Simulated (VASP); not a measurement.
A run of VASP 6.6.1:

Contents of POSCAR:

```
KF
1.0
    3.2589550000      0.0000000000      0.0000000000
    0.0000000000      3.2589550000      0.0000000000
    0.0000000000      0.0000000000      3.2589550000
K F
1 1
Direct
    0.0000000000      0.0000000000      0.0000000000
    0.5000000000      0.5000000000      0.5000000000
```

INCAR.step1

```
ALGO     = Normal         # electronic algorithm
EDIFF    = 1E-4           # SCF threshold, eV
ENCUT    = 520            # plane-wave cutoff, eV
GGA      = PE             # functional
ISMEAR   = 1              # smearing method
LASPH    = T              # aspherical terms in the spheres
LCHARG   = F              # write CHGCAR
LREAL    = F              # projectors in reciprocal space
LWAVE    = T              # write WAVECAR
NBANDS   = 15             # bands
NELM     = 60             # most SCF steps
PREC     = Accurate       # precision mode
SIGMA    = 0.1            # smearing width, eV
```

The input INCAR.step2:

```
ALGO     = Normal         # electronic algorithm
EDIFF    = 1E-6           # SCF threshold, eV
ENCUT    = 520            # plane-wave cutoff, eV
ISIF     = 2              # what is computed and relaxed
ISMEAR   = 1              # smearing method
ISTART   = 1            
LASPH    = T              # aspherical terms in the spheres
LCHARG   = T              # write CHGCAR
LELF     = T              # ELF
LMIXTAU  = T            
LREAL    = F              # projectors in reciprocal space
LVHAR    = T            
LWAVE    = F              # write WAVECAR
METAGGA  = R2SCAN         # meta-GGA
NBANDS   = 15             # bands
NELM     = 60             # most SCF steps
PREC     = Accurate       # precision mode
SIGMA    = 0.1            # smearing width, eV
```

Contents of KPOINTS:

```
k-points
0
Gamma
  7 7 7
```

Potentials or basis: VASP PAW PBE potentials, release 64 (K_sv, F).

The run is started by

```bash
$ cat potpaw_PBE.64/K_sv/POTCAR potpaw_PBE.64/F/POTCAR > POTCAR
$ cp INCAR.step1 INCAR
$ mpirun -np 1 vasp_std > vasp.out
$ cp INCAR.step2 INCAR
$ mpirun -np 1 vasp_std > vasp.out
```

Hardware: 1 thread of AMD EPYC 7R13 Processor (Zen 3), on a shared host.

Estimate the wall time of this run.

Wall time 31 s on 1 thread of AMD EPYC 7R13 Processor (Zen 3), on a shared host, peak memory 0.12 GiB. Counts: k points 20.
